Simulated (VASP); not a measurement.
# TaN (P-6m2) in VASP: notebook, part 2 of 2

VASP 6.6.1.

### Step 4. Relaxation of cell and atoms, PBE

Input file INCAR:

```
PREC = Accurate
ENCUT = 600
EDIFF = 1E-7
ISMEAR = 0
SIGMA = 0.1
LREAL = F
LASPH = T
NELM = 60
ALGO = Normal
ISIF = 3
LWAVE = F
LCHARG = F
GGA = PE
IBRION = 2
NSW = 90
EDIFFG = -0.04
```

Input file KPOINTS:

```
Automatic mesh
0
Gamma
  6 6 6
```

Input file POSCAR:

```
TaN
1.0
    2.9379987900      0.0000000000      0.0000000000
   -1.4689994000      2.5443815900      0.0000000000
    0.0000000000      0.0000000000      2.8829999000
Ta N
1 1
Direct
    0.3333333300      0.6666666700      0.5000000000
    0.0000000000      0.0000000000      0.0000000000
```

Potentials or basis: VASP PAW PBE potentials, release 64 (Ta_pv, N).

Command:

```
cat potpaw_PBE.64/Ta_pv/POTCAR potpaw_PBE.64/N/POTCAR > POTCAR
mpirun -np 1 vasp_std > vasp.out
```

OUTCAR:

```text
PREC = Accurate
   ENCUT = 600
   EDIFF = 1E-7
   ISMEAR = 0
   LREAL = F
   LASPH = T
   NELM = 60
   ISIF = 3
   GGA = PE
   IBRION = 2
   NSW = 90
   EDIFFG = -0.04

 ion  position               nearest neighbor table
   1  0.333  0.667  0.500-   2 2.23   2 2.23   2 2.23   2 2.23   2 2.23   2 2.23
   2  0.000  0.000  0.000-   1 2.23   1 2.23   1 2.23   1 2.23   1 2.23   1 2.23

  LATTYP: Found a hexagonal cell.
 ALAT       =     2.9379987900
 C/A-ratio  =     0.9812801523

  Lattice vectors:

 A1 = (   2.9379987900,   0.0000000000,   0.0000000000)
 A2 = (  -1.4689994000,   2.5443815900,   0.0000000000)
 A3 = (   0.0000000000,   0.0000000000,   2.8829999000)

Analysis of symmetry for initial positions (statically):
=====================================================================
 Subroutine PRICEL returns:
 Original cell was already a primitive cell.

 Routine SETGRP: Setting up the symmetry group for a
 hexagonal supercell.

 Subroutine GETGRP returns: Found 12 space group operations
 (whereof 12 operations were pure point group operations)
 out of a pool of 24 trial point group operations.

The static configuration has the point symmetry D_3h.

Analysis of symmetry for dynamics (positions and initial velocities):
=====================================================================
 Subroutine PRICEL returns:
 Original cell was already a primitive cell.

 Routine SETGRP: Setting up the symmetry group for a
 hexagonal supercell.

 Subroutine GETGRP returns: Found 12 space group operations
 (whereof 12 operations were pure point group operations)
 out of a pool of 24 trial point group operations.

The dynamic configuration has the point symmetry D_3h.

 Subroutine INISYM returns: Found 12 space group operations
 (whereof 12 operations are pure point group operations),
 and found     1 'primitive' translations

----------------------------------------------------------------------------------------

                                     Primitive cell

  volume of cell :      21.5515

  direct lattice vectors                    reciprocal lattice vectors
     2.937998790  0.000000000  0.000000000     0.340367737  0.196511405  0.000000000
    -1.468999400  2.544381590  0.000000000     0.000000000  0.393022809  0.000000000
     0.000000000  0.000000000  2.882999900     0.000000000  0.000000000  0.346860921

  length of vectors
     2.937998790  2.937998794  2.882999900     0.393022810  0.393022809  0.346860921

  position of ions in fractional coordinates (direct lattice)
     0.333333330  0.666666670  0.500000000
     0.000000000  0.000000000  0.000000000

  ion indices of the primitive-cell ions
   primitive index   ion index
                 1           1
                 2           2

----------------------------------------------------------------------------------------

 KPOINTS: Automatic mesh

Automatic generation of k-mesh.
 Grid dimensions read from file:
 generate k-points for:    6    6    6

[... 52 lines left out ...]
   NGXF,Y,Z  is equivalent  to a cutoff of  27.16, 27.16, 27.68 a.u.
 SYSTEM =  unknown system
   PREC   = accura    normal or accurate (medium, high low for compatibility)
   ISTART =      0    job   : 0-new  1-cont  2-samecut
   ICHARG =      2    charge: 1-file 2-atom 10-const
   ISPIN  =      1    spin polarized calculation?
   LNONCOLLINEAR =      F non collinear calculations
   LSORBIT =      F    spin-orbit coupling
   LASPH  =      T    aspherical Exc in radial PAW
   ENCUT  =  600.0 eV  44.10 Ry    6.64 a.u.   5.87  5.87  5.76*2*pi/ulx,y,z
   NELM   =     60;   NELMIN=  2; NELMDL= -5     # of ELM steps
   EDIFF  = 0.1E-06   stopping-criterion for ELM
   LREAL  =      F    real-space projection
   EDIFFG = -.4E-01   stopping-criterion for IOM
   NSW    =     90    number of steps for IOM
   IBRION =      2    ionic relax: 0-MD 1-quasi-New 2-CG
   NFREE  =      1    steps in history (QN), initial steepest desc. (CG)
   ISIF   =      3    stress and relaxation
   ISYM   =      2    0-nonsym 1-usesym 2-fastsym
   POTIM  = 0.5000    time-step for ionic-motion
   TEBEG  =    0.0;   TEEND  =   0.0 temperature during run
   PSTRESS=    0.0 pullay stress
   NELECT =      16.0000    total number of electrons
   NUPDOWN=      -1.0000    fix difference up-down
   EMIN   =  10.00;   EMAX   =-10.00  energy-range for DOS
   EFERMI =   0.00;   METHOD = LEGACY
   ISMEAR =     0;   SIGMA  =   0.10  broadening in eV -4-tet -1-fermi 0-gaus
   EFERMI_NEDOS =   21; number of points for ismear=-14 and -15
   IALGO  =     38    algorithm
   IMIX   =      4    mixing-type and parameters
     AMIX     =   0.40;   BMIX     =  1.00
     AMIX_MAG =   1.60;   BMIX_MAG =  1.00
  volume/ion in A,a.u.               =      10.78        72.72
  Fermi-wavevector in a.u.,A,eV,Ry     =   1.482366  2.801265 29.897548  2.197408
  Thomas-Fermi vector in A             =   2.596161
   LORBIT       =      0    0 simple, 1 ext, 2 COOP (PROOUT), +10 PAW based schemes
   GGA     = PE    functional components
   LHFCALC =     F    Hartree Fock is set to
   AEXX    =    0.0000 exact exchange contribution
   IVDW    =     0    specifies the selected vdW correction
   LEPSILON=     F    determine dielectric tensor
   LRPA    =     F    only Hartree local field effects (RPA)
 conjugate gradient relaxation of ions
 non-spin polarized calculation
 Gauss-broadening in eV      SIGMA  =   0.10
  energy-cutoff  :      600.00
  volume of cell :       21.55
 maximum number of plane-waves:       732
 NGX is ok and might be reduce to    24
   NGX = 11   NGY = 11   NGZ = 11

--------------------------------------- Ionic step        1  -------------------------------------------

 number of electron      16.0000001 magnetization

 Free energy of the ion-electron system (eV)
  ---------------------------------------------------
  ext. energy  EPLUGINS =         0.00000000
  ---------------------------------------------------
  free energy    TOTEN  =       -22.44363236 eV

  energy without entropy =      -22.44239318  energy(sigma->0) =      -22.44301277

------------------------ aborting loop because EDIFF is reached ----------------------------------------

  FORCE on cell =-STRESS in cart. coord.  units (eV):
  Direction    XX          YY          ZZ          XY          YZ          ZX
  --------------------------------------------------------------------------------------
  -------------------------------------------------------------------------------------
  Total        0.6608418      0.6608418      0.8185793     -0.0000000      0.0000000      0.0000000
  in kB       49.1280564     49.1280564     60.8545209     -0.0000001      0.0000000      0.0000000
  external PRESSURE =      53.0368779 kB  Pullay stress =       0.0000000 kB
[... 59 lines left out ...]
--------------------------------------- Ionic step        3  -------------------------------------------

 number of electron      16.0000001 magnetization

 Free energy of the ion-electron system (eV)
  ---------------------------------------------------
  ext. energy  EPLUGINS =         0.00000000
  ---------------------------------------------------
  free energy    TOTEN  =       -22.44900403 eV

  energy without entropy =      -22.44775601  energy(sigma->0) =      -22.44838002

 E-fermi :   8.2958     XC(G=0): -13.2626

 val. band max:        8.2225101225   @ k =   0.3333   0.3333   0.0000
 cond. band min:       8.3279042497   @ k =   0.0000   0.0000   0.3333
 fundamental gap:      0.1053941272
 Fermi energy:         8.2958161496

 k-point     1 :       0.0000    0.0000    0.0000
  band No.  band energies     occupation
      1     -26.8058      2.00000
      2     -26.5351      2.00000
      3     -26.5351      2.00000
      4      -9.5700      2.00000
      5       3.6074      2.00000
      6       3.6074      2.00000
      7       3.9518      2.00000
      8       5.1802      2.00000
      9      10.2002      0.00000
     10      11.6062      0.00000
     11      11.6062      0.00000
     12      12.0089      0.00000
[... 331 lines left out ...]
 k-point    24 :       0.3333   -0.0000    0.5000
  band No.  band energies     occupation
      1     -27.4888      2.00000
      2     -27.1419      2.00000
      3     -26.6144      2.00000
      4      -7.4625      2.00000
      5       0.6748      2.00000
      6       2.5354      2.00000
      7       2.8787      2.00000
      8       6.7182      2.00000
      9      11.4205      0.00000
     10      11.5989      0.00000
     11      13.1443      0.00000
     12      14.2076      0.00000

 [... further k-points ...]

------------------------ aborting loop because EDIFF is reached ----------------------------------------

  FORCE on cell =-STRESS in cart. coord.  units (eV):
  Direction    XX          YY          ZZ          XY          YZ          ZX
  --------------------------------------------------------------------------------------
  -------------------------------------------------------------------------------------
  Total       -0.0004522     -0.0004522     -0.0208007      0.0000000      0.0000000      0.0000000
  in kB       -0.0331064     -0.0331064     -1.5230170      0.0000000      0.0000000      0.0000000
  external PRESSURE =      -0.5297433 kB  Pullay stress =       0.0000000 kB
[... 17 lines left out ...]
  FREE ENERGIE OF THE ION-ELECTRON SYSTEM (eV)
  ---------------------------------------------------
  free  energy   TOTEN  =       -22.4490040283 eV

  energy  without entropy=      -22.4477560134  energy(sigma->0) =      -22.44838002

 reached required accuracy - stopping structural energy minimisation
```

OSZICAR:

```text
N       E                     dE             d eps       ncg     rms          rms(c)
DAV:   1     0.980834893893E+02    0.98083E+02   -0.10070E+04   672   0.157E+03
DAV:   2    -0.209634175419E+02   -0.11905E+03   -0.11245E+03   772   0.367E+02
DAV:   3    -0.249306227708E+02   -0.39672E+01   -0.38966E+01   844   0.643E+01
[... 25 lines left out ...]
DAV:   4    -0.224489271757E+02   -0.12215E-03   -0.62382E-04   784   0.303E-01    0.153E-01
DAV:   5    -0.224489986239E+02   -0.71448E-04   -0.20116E-04   776   0.151E-01    0.301E-02
DAV:   6    -0.224490045070E+02   -0.58830E-05   -0.87124E-06   812   0.315E-02    0.106E-02
DAV:   7    -0.224490040712E+02    0.43582E-06   -0.48022E-07   792   0.675E-03    0.911E-04
DAV:   8    -0.224490040283E+02    0.42893E-07   -0.45911E-08   348   0.209E-03
   3 F= -.22449004E+02 E0= -.22448380E+02  d E =-.537166E-02
```

CONTCAR:

```text
TaN
   1.00000000000000
     2.9518299473965661   -0.0000000000271798    0.0000000000000000
    -1.4759149787453598    2.5563597237049596   -0.0000000000000000
    -0.0000000000000000    0.0000000000000000    2.8998117227620885
  Ta              N
     1     1
Direct
     0.3333333300000021    0.6666666699999979    0.5000000000000000
     0.0000000000000000    0.0000000000000000    0.0000000000000000

  0.00000000E+00  0.00000000E+00  0.00000000E+00
  0.00000000E+00  0.00000000E+00  0.00000000E+00
```

Wall time 21 s (1 thread of Intel Xeon 8259CL, shared host); peak memory 0.15 GiB.

Results:

```yaml
Free_energy: -22.4490 eV
Relaxed_volume: 10.94 Å³/atom
Relaxed_cell: a = 2.952 Å, b = 2.952 Å, c = 2.900 Å, α = 90.00°, β = 90.00°, γ = 120.00°
Space_group_after_relaxing_to_0.1_Å: P-6m2 (No. 187)
Energy_gained_by_relaxing: 2.7 meV/atom
Ionic_steps: 3
Pressure_after_relaxing: -0.1 GPa
Band_gap_on_the_k_mesh: zero (bands 8 and 9 overlap by 0.31 eV)
```

The path:
```
step  energy change (eV)  largest force (eV/Å)  pressure (GPa)  volume (Å³)
   1              0.0000                0.0000            5.30        21.55
   2              0.0246                0.0000          -11.38        22.68
   3             -0.0054                0.0000           -0.05        21.88
```

Final structure:
```xyz
2
Lattice="2.9518 0.0000 0.0000 -1.4759 2.5564 0.0000 0.0000 0.0000 2.8998" Properties=species:S:1:pos:R:3 pbc="T T T"
Ta    0.0000    1.7042    1.4499
N     0.0000    0.0000    0.0000
```

Caveat: the k points lie up to 0.41 Å⁻¹ apart in the final cell; spin-orbit coupling is left out, which moves the levels of the heavy elements.

### Step 5. Single point, PBE, collinear spin

Input file INCAR:

```
PREC     = Accurate       # precision mode
ENCUT    = 520            # plane-wave cutoff, eV
EDIFF    = 1E-6           # SCF threshold, eV
ISMEAR   = 0              # smearing method
SIGMA    = 0.1            # smearing width, eV
LREAL    = F              # projectors in reciprocal space
LASPH    = T              # aspherical terms in the spheres
NELM     = 150            # most SCF steps
ALGO     = Normal         # electronic algorithm
ISIF     = 2              # what is computed and relaxed
LWAVE    = F              # write WAVECAR
LCHARG   = T              # write CHGCAR
ISPIN    = 2              # spin polarisation
MAGMOM   = 1 0            # initial moments
LORBIT   = 11             # projections on sites
LMAXMIX  = 4              # l up to which the mixer works
GGA      = PE             # functional
LELF     = T              # ELF
LVHAR    = T            
NBANDS   = 19             # bands
```

Input file KPOINTS:

```
regular mesh
0
Gamma
  6 6 6
```

POSCAR is that of step 4.

Command:

```
cat potpaw_PBE.64/Ta_pv/POTCAR potpaw_PBE.64/N/POTCAR > POTCAR
mpirun -np 1 vasp_std > vasp.out
```

Run time: 25 s. Hardware: 1 thread of Intel Xeon 8259CL, shared host; peak memory 0.16 GiB.

The run converged. Its results:

```
Free energy                                           : -22.4414 eV
Pressure                                              : 5.4 GPa
Band gap on the k mesh                                : zero (filled and empty bands overlap)
Net moment                                            : 0.00 μB per cell
Valence electrons inside the program's atomic spheres : Ta 9.00; N 3.74
```

Stress tensor (GPa, compression positive):
```
5.02 0.00 0.00
0.00 5.02 0.00
0.00 0.00 6.19
```

Levels at points of the mesh, in eV from the Fermi level:
Spin up:
```
           k point  band 5  band 6  band 7  band 8  band 9  band 10  band 11  band 12
(0.00, 0.00, 0.00)   -4.76   -4.76   -4.41   -3.13    2.01     3.39     3.39     3.80
(0.50, 0.00, 0.00)   -8.49   -5.39   -3.68   -3.39    2.81     3.82     5.02     5.10
(0.00, 0.00, 0.50)   -9.55   -3.95   -3.95   -0.28   -0.28     2.20     3.13     3.13
(0.50, 0.00, 0.50)   -7.52   -6.39   -5.89   -0.56    3.96     5.16     5.84     6.88
```
Spin down:
| k point | band 6 | band 7 | band 8 | band 9 | band 10 | band 11 |
| --- | --- | --- | --- | --- | --- | --- |
| (0.00, 0.00, 0.00) | -4.76 | -4.41 | -3.13 | 2.01 | 3.39 | 3.39 |
| (0.50, 0.00, 0.00) | -5.39 | -3.68 | -3.39 | 2.81 | 3.82 | 5.02 |
| (0.00, 0.00, 0.50) | -3.95 | -3.95 | -0.28 | -0.28 | 2.20 | 3.13 |
| (0.50, 0.00, 0.50) | -6.39 | -5.89 | -0.56 | 3.96 | 5.16 | 5.84 |

Caveat: the k points lie up to 0.41 Å⁻¹ apart; spin-orbit coupling is left out, which moves the levels of the heavy elements.

### Step 6. The runs side by side

| task | spin | cell | cutoff (eV) | gap on the mesh (eV) | pressure (GPa) |
| --- | --- | --- | --- | --- | --- |
| single point | off | a = 2.938, b = 2.938, c = 2.883 Å, angles 90.0, 90.0, 120.0°, 2 atoms | 520 | none | 5.4 |
| single point | off | a = 2.950, b = 2.950, c = 2.897 Å, angles 90.0, 90.0, 120.0°, 2 atoms | 520 | none | 0.7 |
| relaxation of cell and atoms | off | relaxed from a = 2.938, b = 2.938, c = 2.883 Å, angles 90.0, 90.0, 120.0°, 2 atoms | 600 | none | -0.1 |
| single point | collinear | a = 2.938, b = 2.938, c = 2.883 Å, angles 90.0, 90.0, 120.0°, 2 atoms | 520 | none | 5.4 |

Alike in all rows: level PBE; potentials or basis VASP PAW PBE potentials, release 64 (Ta_pv, N); k mesh 6 × 6 × 6; smearing gaussian 0.1 eV.

Caveats: all runs use coarse meshes; spin-orbit coupling is left out, which moves the levels of the heavy elements.

Total energies depend on the potentials used, so only differences within one code and one set of settings carry meaning.

The gap in the log of VASP goes by the Fermi energy; the results here count the filled bands.